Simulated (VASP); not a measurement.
A run of VASP 6.6.1 is set up as follows.

File INCAR:

```
SYSTEM = NbZn3
PREC = Accurate
ENCUT = 520
EDIFF = 1E-6
ISMEAR = -1
SIGMA = 0.1
LREAL = .FALSE.
LASPH = .TRUE.
NELM = 60
ALGO = Normal
ISIF = 2
LWAVE = .FALSE.
LCHARG = .FALSE.
GGA = B5
ALDAX = 1.0
AGGAX = 1.0
AGGAC = 1.0
ALDAC = 0.0
NBANDS = 32
```

The input KPOINTS:

```
regular mesh
0
G
  5 5 5
  0 0 0
```

File POSCAR:

```
NbZn3
1.0
    3.9340000000      0.0000000000      0.0000000000
    0.0000000000      3.9340000000      0.0000000000
    0.0000000000      0.0000000000      3.9340000000
Nb Zn
1 3
Direct
    0.0000000000      0.0000000000      0.0000000000
    0.0000000000      0.5000000000      0.5000000000
    0.5000000000      0.0000000000      0.5000000000
    0.5000000000      0.5000000000      0.0000000000
```

Potentials or basis: VASP PAW PBE potentials, release 64 (Nb_sv, Zn).

Launch:

```sh
$ cat potpaw_PBE.64/Nb_sv/POTCAR potpaw_PBE.64/Zn/POTCAR > POTCAR
$ mpirun -np 1 vasp_std > vasp.out
```

Estimate the pressure.

7.1 GPa.

Caveat: the PAW data sets were made with another functional, which shifts forces and pressure a little.
